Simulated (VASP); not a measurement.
Here is a VASP 6.6.1 calculation.

Contents of POSCAR:

```
ZrS2
1.0
    3.7665884115      0.0000000000      0.0000000000
   -1.8832942058      3.2619612500      0.0000000000
    0.0000000000      0.0000000000      5.7836287537
Zr S
1 2
Direct
    0.0000000000      0.0000000000      0.0000000000
    0.6666666667      0.3333333333      0.7581367409
    0.3333333333      0.6666666667      0.2418632591
```

File INCAR.step1:

```
SYSTEM = ZrS2
  PREC = Accurate
  ENCUT = 400
  EDIFF = 1E-5
  ISMEAR = 0
  SIGMA = 0.01
  LREAL = .False.
  LASPH = .True.
  NELM = 120
  ALGO = Normal
  ISIF = 2
  LWAVE = .True.
  LCHARG = .False.
  GGA = PE
  NBANDS = 19
  GGA_COMPAT = .False.
```

File INCAR.step2:

```
SYSTEM = ZrS2
  PREC = Accurate
  ENCUT = 400
  EDIFF = 1E-6
  ISMEAR = 0
  SIGMA = 0.01
  LREAL = .False.
  LASPH = .True.
  NELM = 120
  ALGO = Normal
  ISIF = 2
  LWAVE = .False.
  LCHARG = .False.
  GGA = PE
  LHFCALC = .True.
  HFSCREEN = 0.2079
  PRECFOCK = Normal
  ISTART = 1
  NBANDS = 19
  GGA_COMPAT = .False.
```

Contents of KPOINTS:

```
Automatic mesh
0
Gamma
  6 6 4
  0 0 0
```

Potentials or basis: VASP PAW PBE potentials, release 64 (Zr_sv, S).

Run with:

```console
$ cat potpaw_PBE.64/Zr_sv/POTCAR potpaw_PBE.64/S/POTCAR > POTCAR
$ cp INCAR.step1 INCAR
$ mpirun -np 1 vasp_std > vasp.out
$ cp INCAR.step2 INCAR
$ mpirun -np 1 vasp_std > vasp.out
```

(1) What does it give for the band gap on the k mesh?

(2) Estimate the largest force.

Results:

(1) 1.79 eV (least direct gap 2.21 eV).

(2) 0.181 eV/Å.

Caveat: the cell differs from its parent crystal (epitaxial xy strain +2.5%); the PAW data sets were made with another functional, which shifts forces and pressure a little.
